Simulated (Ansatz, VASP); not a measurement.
One calculation of AgO2, two programs

INCAR

```
PREC = Accurate ; ENCUT = 520
EDIFF = 1E-6 ; ISMEAR = 0
SIGMA = 0.1 ; LREAL = False
LASPH = True ; NELM = 80
ALGO = Normal ; ISIF = 2
LWAVE = False ; LCHARG = True
GGA = PE ; LELF = True
LVHAR = True ; NBANDS = 18
```

KPOINTS

```
Automatic mesh
0
Gamma
  6 6 6
```

POSCAR

```
AgO2
1.0
    0.0000000000      2.5690596254      2.5690596254
    2.5690596254      0.0000000000      2.5690596254
    2.5690596254      2.5690596254      0.0000000000
Ag O
1 2
Direct
    0.0000000000      0.0000000000      0.0000000000
    0.2500000000      0.2500000000      0.2500000000
    0.7500000000      0.7500000000      0.7500000000
```

Input for Ansatz:

```yaml
crystal:
  lattice:
    - [0.0, 2.5690596254, 2.5690596254]
    - [2.5690596254, 0.0, 2.5690596254]
    - [2.5690596254, 2.5690596254, 0.0]
  atoms:
    - { symbol: Ag, position: [0.0, 0.0, 0.0] }
    - { symbol: O, position: [0.25, 0.25, 0.25] }
    - { symbol: O, position: [0.75, 0.75, 0.75] }
basis:
  ecutwfc: 420
kpoints:
  mp_grid: { grid: [6, 6, 6] }
hamiltonian:
  xc: pbe
scf:
  occupations: { method: gaussian, width: 0.1 }
  lower_state_search: "off"
output:
  forces: true
  stress: true
  eigenvalues: true
```

Alike in both runs: task single point; functional PBE; k mesh 6 × 6 × 6; occupations gaussian, width 0.1 eV; no spin polarisation.

|  | VASP | Ansatz |
| --- | --- | --- |
| version | VASP 6.6.1 | Ansatz 0.2.0 |
| potentials or method | VASP PAW PBE potentials, release 64 (Ag, O), cutoff 520 eV | scalar-relativistic, plane waves, PAW |
| valence electrons in the cell | 23 | 31 |

```tsv
	VASP	Ansatz	Ansatz less VASP
gap on the k mesh at the Fermi level (eV)	none	none	-
pressure (GPa)	1.9	1.9	+0.02
```

A gap of «none» marks a metal or a gap that the smearing closes. The functional is the same, so the differences come from potentials, cutoffs and numerics. VASP's potentials hold 23 valence electrons a cell and Ansatz's 31, so a difference there can come from the potentials and not from the codes.
